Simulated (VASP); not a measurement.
Here is a VASP 6.6.1 calculation.

The input POSCAR:

```
BiTe
1.0
    3.1847749800      3.1847749800      0.0000000000
   -3.1847749800      3.1847749800      0.0000000000
    0.0000000000      0.0000000000      6.3695499600
Bi Te
2 2
Direct
    0.0000000000      0.0000000000      0.0000000000
    0.5000000000      0.5000000000      0.5000000000
    0.5000000000      0.5000000000      0.0000000000
    0.0000000000      0.0000000000      0.5000000000
```

File INCAR.step1:

```
PREC = Accurate
ENCUT = 520
ISMEAR = 0
SIGMA = 0.1
LREAL = F
LASPH = T
NELM = 80
NBANDS = 29
GGA = PE
ALGO = Normal
EDIFF = 1E-4
LWAVE = T
LCHARG = F
```

INCAR.step2

```
PREC = Accurate
ENCUT = 520
EDIFF = 1E-6
ISMEAR = 0
SIGMA = 0.1
LREAL = F
LASPH = T
NELM = 80
ALGO = Normal
ISIF = 2
LWAVE = F
LCHARG = T
METAGGA = R2SCAN
LMIXTAU = T
LELF = T
LVHAR = T
NBANDS = 29
ISTART = 1
```

KPOINTS

```
Automatic mesh
0
Gamma
  10 10 8
```

Potentials or basis: VASP PAW PBE potentials, release 64 (Bi_d, Te).

Command:

```sh
$ cat potpaw_PBE.64/Bi_d/POTCAR potpaw_PBE.64/Te/POTCAR > POTCAR
$ cp INCAR.step1 INCAR
$ mpirun -np 1 vasp_std > vasp.out
$ cp INCAR.step2 INCAR
$ mpirun -np 1 vasp_std > vasp.out
```

Predict the band gap on the k mesh.

zero (bands 21 and 22 overlap by 3.42 eV).

Predict the pressure.

2.6 GPa.

Caveat: the cell differs from its parent crystal (equal strain along all axes, cell held: -1.5 %); the PAW data sets were made with another functional, which shifts forces and pressure a little; spin-orbit coupling is left out, which moves the levels of the heavy elements.
